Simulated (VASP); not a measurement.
A run of VASP 6.6.1 is set up as follows.

INCAR

```
SYSTEM = SnTe
PREC = Accurate ; ENCUT = 520
EDIFF = 1E-6 ; ISMEAR = -1
SIGMA = 0.05 ; LREAL = .False.
LASPH = .True. ; NELM = 60
ALGO = Normal ; ISIF = 2
LWAVE = .False. ; LCHARG = .False.
NBANDS = 17
```

File KPOINTS:

```
Automatic mesh
0
Gamma
  7 7 7
  0 0 0
```

The input POSCAR:

```
SnTe
1.0
    0.0000000000      3.1082657258      3.1082657258
    3.1082657258      0.0000000000      3.1082657258
    3.1082657258      3.1082657258      0.0000000000
Te Sn
1 1
Direct
    0.5000000000      0.5000000000      0.5000000000
    0.0000000000      0.0000000000      0.0000000000
```

Potentials or basis: VASP PAW LDA potentials, release 64 (Te, Sn_d).

Command:

```console
$ cat potpaw_LDA.64/Te/POTCAR potpaw_LDA.64/Sn_d/POTCAR > POTCAR
$ mpirun -np 1 vasp_std > vasp.out
```

**Question.** Predict the pressure.

**Answer.** 0.4 GPa.
